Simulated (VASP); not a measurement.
Runs of VASP 6.6.1 on RbAg3. The structure is that of space group Pm-3m (No. 221), or close to it. The cells are those of the table. 

```csv
task,cell,k mesh,cutoff (eV),gap on the mesh (eV),pressure (GPa)
single point,"a = 4.686, b = 4.686, c = 4.676 Å, 4 atoms",10 × 10 × 10,520,none,0.0
relaxation of cell and atoms,"relaxed from a = 4.601 Å, 4 atoms",10 × 10 × 10,600,none,0.0
single point,"a = 4.678 Å, 4 atoms",10 × 10 × 10,520,none,0.1
single point,"a = 4.583, b = 4.583, c = 4.536 Å, 4 atoms",4 × 4 × 4,520,none,(a)
```

Alike in all rows: level PBE; potentials or basis VASP PAW PBE potentials, release 64 (Rb_sv, Ag); no spin polarisation; smearing gaussian 0.1 eV.

Q: Estimate the missing entries.

A: (a) 2.2.

A k mesh can miss the band edges, and the runs leave out spin-orbit coupling on Ag, Rb.

A gap of «none» marks levels without a gap at the run's occupations.
